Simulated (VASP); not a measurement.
CdS, 2 atoms in the cell. The structure is cubic, space group F-43m (No. 216). The conventional cell has a = 6.007 Å, b = 6.007 Å, c = 6.007 Å, α = 90.00°, β = 90.00°, γ = 90.00°. Cd (site symmetry -43m) has 4 S at 2.60 Å within 3.4 Å. Within 3.4 Å of S (site symmetry -43m) lie 4 Cd at 2.60 Å.  This cell differs from its parent crystal: Se replaced by S, lengths x 0.966, strained.

```yaml
Program: VASP 6.6.1
Task: single point
Functional: PBE
Potentials_or_basis: VASP PAW PBE potentials, release 64 (Cd, S)
Cutoff: 520 eV
k_mesh: 8 × 8 × 8
Occupations: gaussian, width 0.02 eV
Spin: no spin polarisation
Dipole_correction: no
Further_INCAR_settings: ALGO = Normal; EDIFF = 1e-06; NBANDS = 16
```

Potentials or basis: VASP PAW PBE potentials, release 64 (Cd, S).

Run with:

```bash
$ cat potpaw_PBE.64/Cd/POTCAR potpaw_PBE.64/S/POTCAR > POTCAR
$ mpirun -np 1 vasp_std > vasp.out
```

Hardware: 1 thread of Intel(R) Xeon(R) Platinum 8488C (Sapphire Rapids), with other jobs on the host.

Task: How long does it take, and how much memory?

Result: Wall time 16 s on 1 thread of Intel(R) Xeon(R) Platinum 8488C (Sapphire Rapids), with other jobs on the host, peak memory 0.18 GiB. Counts: scf iterations 14, k points 29.
